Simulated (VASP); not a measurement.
Wanted: the native input for a VASP 6.6.1 run.

- Task: single point
- Functional: PBE exchange alone
- Potentials or basis: VASP PAW PBE potentials, release 64 (Sn_d, Se)
- Cutoff: 520 eV
- k mesh: 8 × 8 × 8
- Occupations: fermi-dirac, width 0.05 eV
- Spin: no spin polarisation
- Dipole correction: no
- Further INCAR settings: ALGO = Normal; EDIFF = 1e-07; NBANDS = 17

The structure of SnSe lies in POSCAR:

```
SnSe
1.0
    0.0000000000      2.9693193375      2.9693193375
    2.9693193375      0.0000000000      2.9693193375
    2.9693193375      2.9693193375      0.0000000000
Sn Se
1 1
Direct
    0.0000000000      0.0000000000      0.0000000000
    0.5000000000      0.5000000000      0.5000000000
```

The input as run:

INCAR

```
SYSTEM = SnSe
  AGGAC = 0.0
  ALDAC = 0.0
  ALGO = Normal
  EDIFF = 1E-7
  ENCUT = 520
  GGA = PE
  ISIF = 2
  ISMEAR = -1
  LASPH = .TRUE.
  LCHARG = .FALSE.
  LREAL = .FALSE.
  LWAVE = .FALSE.
  NBANDS = 17
  NELM = 100
  PREC = Accurate
  SIGMA = 0.05
```

KPOINTS

```
k-points
0
G
  8 8 8
  0 0 0
```

Potentials or basis: VASP PAW PBE potentials, release 64 (Sn_d, Se).

Run with:

```console
$ cat potpaw_PBE.64/Sn_d/POTCAR potpaw_PBE.64/Se/POTCAR > POTCAR
$ mpirun -np 1 vasp_std > vasp.out
```

Results of the run:

The pressure is 13.5 GPa and the band gap on the k mesh is 0.57 eV, direct.

Caveat: spin-orbit coupling is left out, which moves the levels of the heavy elements.

It took 20 s on 1 thread of Intel Xeon 6975P-C (shared host), peak memory 0.19 GiB.
